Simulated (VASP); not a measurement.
# Y (P6_3/mmc) in VASP: further runs

The runs below take Y through single point, relaxation of volume and atoms at fixed shape, with r2SCAN.

Program: VASP 6.6.1. These are calculated values, not measurements. Logs are shortened: lines on timing, memory, paths and dates and some standing lists are left out, and cuts for length are marked.

## Step 1: The cell of the first run

Symmetry: P6_3/mmc, No. 194, hexagonal system. The conventional cell has a = 3.669 Å, b = 3.669 Å, c = 5.764 Å, α = 90.00°, β = 90.00°, γ = 120.00°. Within 4.7 Å of Y (site symmetry -6m2) lie 12 Y at 3.58 to 3.67 Å.

## Step 2: Single point, r2SCAN

POSCAR reads:

```
Y
1.0
    3.6685424597      0.0000000000      0.0000000000
   -1.8342712299      3.1770509650      0.0000000000
    0.0000000000      0.0000000000      5.7638179558
Y
2
Direct
    0.3333333333      0.6666666667      0.2500000000
    0.6666666667      0.3333333333      0.7500000000
```

INCAR.step1 reads:

```
SYSTEM = Y
ALGO = Normal
EDIFF = 1E-4
ENCUT = 520
GGA = PE
ISMEAR = 0
LASPH = .True.
LCHARG = .False.
LREAL = .False.
LWAVE = .True.
NBANDS = 18
NELM = 100
PREC = Accurate
SIGMA = 0.05
```

INCAR.step2 reads:

```
SYSTEM = Y
ALGO = Normal
EDIFF = 1E-7
ENCUT = 520
ISIF = 2
ISMEAR = 0
ISTART = 1
LASPH = .True.
LCHARG = .False.
LMIXTAU = .True.
LREAL = .False.
LWAVE = .False.
METAGGA = R2SCAN
NBANDS = 18
NELM = 100
PREC = Accurate
SIGMA = 0.05
```

KPOINTS reads:

```
k-points
0
Gamma
  8 8 5
  0 0 0
```

Potentials or basis: VASP PAW PBE potentials, release 64 (Y_sv).

Run with:

```sh
$ cat potpaw_PBE.64/Y_sv/POTCAR > POTCAR
$ cp INCAR.step1 INCAR
$ mpirun -np 1 vasp_std > vasp.out
$ cp INCAR.step2 INCAR
$ mpirun -np 1 vasp_std > vasp.out
```

OUTCAR:

```text
SYSTEM = Y
   EDIFF = 1E-7
   ENCUT = 520
   ISIF = 2
   ISMEAR = 0
   ISTART = 1
   LASPH = .True.
   LREAL = .False.
   METAGGA = R2SCAN
   NELM = 100
   PREC = Accurate

 ion  position               nearest neighbor table
   1  0.333  0.667  0.250-   2 3.58   2 3.58   2 3.58   2 3.58   2 3.58   2 3.58
   2  0.667  0.333  0.750-   1 3.58   1 3.58   1 3.58   1 3.58   1 3.58   1 3.58

  LATTYP: Found a hexagonal cell.
 ALAT       =     3.6685424597
 C/A-ratio  =     1.5711465845

  Lattice vectors:

 A1 = (   3.6685424597,   0.0000000000,   0.0000000000)
 A2 = (  -1.8342712299,   3.1770509650,   0.0000000000)
 A3 = (   0.0000000000,   0.0000000000,   5.7638179558)

Analysis of symmetry for initial positions (statically):
=====================================================================
 Subroutine PRICEL returns:
 Original cell was already a primitive cell.

 Routine SETGRP: Setting up the symmetry group for a
 hexagonal supercell.

 Subroutine GETGRP returns: Found 24 space group operations
 (whereof 12 operations were pure point group operations)
 out of a pool of 24 trial point group operations.

The static configuration has the point symmetry D_3d.
 The point group associated with its full space group is D_6h.

Analysis of symmetry for dynamics (positions and initial velocities):
=====================================================================
 Subroutine PRICEL returns:
 Original cell was already a primitive cell.

 Routine SETGRP: Setting up the symmetry group for a
 hexagonal supercell.

 Subroutine GETGRP returns: Found 24 space group operations
 (whereof 12 operations were pure point group operations)
 out of a pool of 24 trial point group operations.

The dynamic configuration has the point symmetry D_3d.
 The point group associated with its full space group is D_6h.

 Subroutine INISYM returns: Found 24 space group operations
 (whereof 12 operations are pure point group operations),
 and found     1 'primitive' translations

----------------------------------------------------------------------------------------

                                     Primitive cell

  volume of cell :      67.1781

[... 75 lines left out ...]
   ions per type =               2
   NGX,Y,Z   is equivalent  to a cutoff of  12.69, 12.69, 13.84 a.u.
   NGXF,Y,Z  is equivalent  to a cutoff of  25.38, 25.38, 27.69 a.u.
 SYSTEM =  Y
   PREC   = accura    normal or accurate (medium, high low for compatibility)
   ISTART =      1    job   : 0-new  1-cont  2-samecut
   ICHARG =      0    charge: 1-file 2-atom 10-const
   ISPIN  =      1    spin polarized calculation?
   LNONCOLLINEAR =      F non collinear calculations
   LSORBIT =      F    spin-orbit coupling
   LASPH  =      T    aspherical Exc in radial PAW
   ENCUT  =  520.0 eV  38.22 Ry    6.18 a.u.   6.82  6.82 10.72*2*pi/ulx,y,z
   NELM   =    100;   NELMIN=  2; NELMDL=  0     # of ELM steps
   EDIFF  = 0.1E-06   stopping-criterion for ELM
   LREAL  =      F    real-space projection
   EDIFFG = 0.1E-05   stopping-criterion for IOM
   NSW    =      0    number of steps for IOM
   IBRION =     -1    ionic relax: 0-MD 1-quasi-New 2-CG
   NFREE  =      0    steps in history (QN), initial steepest desc. (CG)
   ISIF   =      2    stress and relaxation
   ISYM   =      2    0-nonsym 1-usesym 2-fastsym
   POTIM  = 0.5000    time-step for ionic-motion
   TEBEG  =    0.0;   TEEND  =   0.0 temperature during run
   PSTRESS=    0.0 pullay stress
   NELECT =      22.0000    total number of electrons
   NUPDOWN=      -1.0000    fix difference up-down
   EMIN   =  10.00;   EMAX   =-10.00  energy-range for DOS
   EFERMI =   0.00;   METHOD = LEGACY
   ISMEAR =     0;   SIGMA  =   0.05  broadening in eV -4-tet -1-fermi 0-gaus
   EFERMI_NEDOS =   21; number of points for ismear=-14 and -15
   IALGO  =     38    algorithm
   IMIX   =      4    mixing-type and parameters
     AMIX     =   0.40;   BMIX     =  1.00
     AMIX_MAG =   1.60;   BMIX_MAG =  1.00
  volume/ion in A,a.u.               =      33.59       226.67
  Fermi-wavevector in a.u.,A,eV,Ry     =   1.128426  2.132416 17.324912  1.273345
  Thomas-Fermi vector in A             =   2.265116
   LORBIT       =      0    0 simple, 1 ext, 2 COOP (PROOUT), +10 PAW based schemes
   METAGGA = R2SCAN    functional components
   LHFCALC =     F    Hartree Fock is set to
   AEXX    =    0.0000 exact exchange contribution
   IVDW    =     0    specifies the selected vdW correction
   LEPSILON=     F    determine dielectric tensor
   LRPA    =     F    only Hartree local field effects (RPA)
 non-spin polarized calculation
 Gauss-broadening in eV      SIGMA  =   0.05
  energy-cutoff  :      520.00
  volume of cell :       67.18
 maximum number of plane-waves:      1826
 NGX is ok and might be reduce to    28
   NGX = 13   NGY = 13   NGZ = 21

 number of electron      22.0000001 magnetization

 Free energy of the ion-electron system (eV)
  ---------------------------------------------------
  ext. energy  EPLUGINS =         0.00000000
  ---------------------------------------------------
  free energy    TOTEN  =       -40.52982285 eV

  energy without entropy =      -40.52185118  energy(sigma->0) =      -40.52583701

 E-fermi :   2.9207     XC(G=0):  -9.9773

 val. band max:        2.8919984010   @ k =   0.3750   0.1250   0.4000
 cond. band min:       2.9313491017   @ k =   0.2500   0.1250   0.0000
 fundamental gap:      0.0393507007
 Fermi energy:         2.9206815797

 k-point     1 :       0.0000    0.0000    0.0000
  band No.  band energies     occupation
      1     -41.3118      2.00000
      2     -41.2398      2.00000
      3     -20.9229      2.00000
      4     -20.4549      2.00000
      5     -20.4549      2.00000
      6     -20.3705      2.00000
[... 481 lines left out ...]
      5     -20.5284      2.00000
      6     -20.5062      2.00000
[... 10 lines left out ...]
     17       7.6719      0.00000
     18       7.8317      0.00000

 [... further k-points ...]
[... 5 lines left out ...]
  --------------------------------------------------------------------------------------
  -------------------------------------------------------------------------------------
  Total        0.0750436      0.0750436     -0.1233991     -0.0000000      0.0000000     -0.0000000
  in kB        1.7897649      1.7897649     -2.9430304     -0.0000000      0.0000000     -0.0000000
  external PRESSURE =       0.2121665 kB  Pullay stress =       0.0000000 kB

 VOLUME and BASIS-vectors are now :
 -----------------------------------------------------------------------------
  energy-cutoff  :      520.00
  volume of cell :       67.18
      direct lattice vectors                 reciprocal lattice vectors
     3.668542460  0.000000000  0.000000000     0.272587822  0.157378653  0.000000000
    -1.834271230  3.177050965  0.000000000     0.000000000  0.314757305  0.000000000
     0.000000000  0.000000000  5.763817956     0.000000000  0.000000000  0.173496111

 POSITION                                       TOTAL-FORCE (eV/Angst)
 -----------------------------------------------------------------------------------
     -0.00000      2.11803      1.44095         0.000000      0.000000      0.000000
      1.83427      1.05902      4.32286        -0.000000      0.000000      0.000000
 -----------------------------------------------------------------------------------
    total drift:                                0.000000     -0.000000      0.000000

  FREE ENERGIE OF THE ION-ELECTRON SYSTEM (eV)
  ---------------------------------------------------
  free  energy   TOTEN  =       -40.5298228454 eV

  energy  without entropy=      -40.5218511791  energy(sigma->0) =      -40.52583701
```

OUTCAR.step1:

```text
SYSTEM = Y
   EDIFF = 1E-4
   ENCUT = 520
   GGA = PE
   ISMEAR = 0
   LASPH = .True.
[... 728 lines left out ...]
 -----------------------------------------------------------------------------------
     -0.00000      2.11803      1.44095        -0.000000      0.000000      0.000000
      1.83427      1.05902      4.32286         0.000000      0.000000      0.000000
 -----------------------------------------------------------------------------------
    total drift:                                0.000000     -0.000000      0.000000

  FREE ENERGIE OF THE ION-ELECTRON SYSTEM (eV)
  ---------------------------------------------------
  free  energy   TOTEN  =       -12.8498622467 eV

  energy  without entropy=      -12.8412689376  energy(sigma->0) =      -12.84556559
```

Run time: 2.8 min. Hardware: 1 thread of AMD EPYC 9R45 (Zen 5), shared host; peak memory 0.18 GiB.

Results:

- Free energy: -40.5298 eV
- Pressure: 0.0 GPa
- Band gap on the k mesh: zero (band 11 reaches 3.71 eV, above the bottom of band 12 at 2.41 eV)

Levels at points of the mesh, in eV from the Fermi level:
```
           k point  band 8  band 9  band 10  band 11  band 12  band 13  band 14  band 15
(0.00, 0.00, 0.00)  -23.26   -4.88    -1.85     0.67     1.98     1.98     2.30     2.62
(0.50, 0.00, 0.00)  -23.35   -1.70    -1.16    -0.79    -0.24     1.47     1.71     2.22
```

Caveat: the PAW data sets were made with another functional, which shifts forces and pressure a little.

## Step 3: Relaxation of volume and atoms at fixed shape, r2SCAN

This run uses another cell than the first one, of 33.01 Å³/atom, 0.983 times its volume.

POSCAR reads:

```
Y
1.0
    3.6474000000      0.0000000000      0.0000000000
   -1.8237000000      3.1587410000      0.0000000000
    0.0000000000      0.0000000000      5.7306000000
Y
2
Direct
    0.3333333333      0.6666666667      0.2500000000
    0.6666666667      0.3333333333      0.7500000000
```

INCAR.step1 reads:

```
SYSTEM = Y
ALGO = Normal ; EDIFF = 1E-4
ENCUT = 600 ; GGA = PE
ISMEAR = 0 ; LASPH = .True.
LCHARG = .False. ; LREAL = .False.
LWAVE = .True. ; NELM = 100
PREC = Accurate ; SIGMA = 0.05
```

INCAR.step2 reads:

```
SYSTEM = Y
ALGO = Normal ; EDIFF = 1E-6
EDIFFG = -0.02 ; ENCUT = 600
IBRION = 2 ; ISIF = 8
ISMEAR = 0 ; ISTART = 1
LASPH = .True. ; LCHARG = .False.
LMIXTAU = .True. ; LREAL = .False.
LWAVE = .False. ; METAGGA = R2SCAN
NELM = 100 ; NSW = 80
PREC = Accurate ; SIGMA = 0.05
```

KPOINTS is that of step 2.

Potentials or basis: VASP PAW PBE potentials, release 64 (Y_sv).

Run with:

```sh
$ cat potpaw_PBE.64/Y_sv/POTCAR > POTCAR
$ cp INCAR.step1 INCAR
$ mpirun -np 1 vasp_std > vasp.out
$ cp INCAR.step2 INCAR
$ mpirun -np 1 vasp_std > vasp.out
```

It took 6.7 min on 1 thread of AMD EPYC 9R45 (Zen 5), shared host; peak memory 0.22 GiB.

The run converged. Its results:

* Free energy: -40.5305 eV
* Relaxed volume: 33.62 Å³/atom
* Relaxed cell: a = 3.670 Å, b = 3.670 Å, c = 5.765 Å, α = 90.00°, β = 90.00°, γ = 120.00°
* Space group after relaxing (to 0.05 Å): P6_3/mmc (No. 194)
* Energy gained by relaxing: 1.4 meV/atom
* Ionic steps: 3
* Pressure after relaxing: 0.0 GPa
* Band gap on the k mesh: zero (band 11 reaches 3.71 eV, above the bottom of band 12 at 2.41 eV)

Stress tensor (GPa, compression positive):
```
 0.16  0.00  0.00
 0.00  0.16  0.00
 0.00  0.00 -0.31
```

The path:
| step | energy change (eV) | largest force (eV/Å) | pressure (GPa) | volume (Å³) |
| --- | --- | --- | --- | --- |
| 1 | 0.0000 | 0.0000 | 0.74 | 66.02 |
| 2 | -0.0026 | 0.0000 | -0.15 | 67.49 |
| 3 | -0.0028 | 0.0000 | 0.00 | 67.23 |

Final structure:
```xyz
2
Lattice="3.6695 0.0000 0.0000 -1.8348 3.1779 0.0000 0.0000 0.0000 5.7654" Properties=species:S:1:pos:R:3 pbc="T T T"
Y     0.0000    2.1186    1.4413
Y     1.8348    1.0593    4.3240
```

Levels at points of the mesh, in eV from the Fermi level:
| k point | band 7 | band 8 | band 9 | band 10 | band 11 | band 12 | band 13 | band 14 | band 15 |
| --- | --- | --- | --- | --- | --- | --- | --- | --- | --- |
| (0.00, 0.00, 0.00) | -23.29 | -23.27 | -4.88 | -1.85 | 0.67 | 1.98 | 1.98 | 2.30 | 2.62 |
| (0.50, 0.00, 0.00) | -23.41 | -23.35 | -1.70 | -1.16 | -0.79 | -0.24 | 1.47 | 1.71 | 2.22 |

Caveat: the PAW data sets were made with another functional, which shifts forces and pressure a little. Zero-point motion and thermal expansion aren't in these numbers.
